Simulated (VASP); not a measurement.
SnO2, 6 atoms in the cell. The structure is tetragonal, space group I4_1/amd (No. 141). The conventional cell has a = 3.899 Å, b = 3.899 Å, c = 8.859 Å, α = 90.00°, β = 90.00°, γ = 90.00°. Sn (site symmetry -4m2) has 6 O at 1.96 to 1.99 Å within 2.6 Å. Within 2.8 Å of O (site symmetry 2mm) lie 3 Sn at 1.96 to 1.99 Å and 6 O at 2.63 to 2.79 Å. 

```yaml
Program: VASP 6.6.1
Task: single point
Functional: LDA
Potentials_or_basis: VASP PAW LDA potentials, release 64 (Sn_d, O)
Cutoff: 520 eV
k_mesh: 10 × 10 × 10
Occupations: gaussian, width 0.05 eV
Spin: no spin polarisation
Dipole_correction: no
Further_INCAR_settings: ALGO = Normal; EDIFF = 1e-07; NBANDS = 35
```

Potentials or basis: VASP PAW LDA potentials, release 64 (Sn_d, O).

Command:

```console
$ cat potpaw_LDA.64/Sn_d/POTCAR potpaw_LDA.64/O/POTCAR > POTCAR
$ mpirun -np 1 vasp_std > vasp.out
```

Hardware: 1 thread of AMD EPYC 9R45 96-Core Processor (Zen 5), with other jobs on the host.

Question: How long does it take, and how much memory?

Answer: It took 3.2 min on 1 thread of AMD EPYC 9R45 96-Core Processor (Zen 5) (shared host), peak memory 0.29 GiB. Counts: scf iterations 15, k points 102.
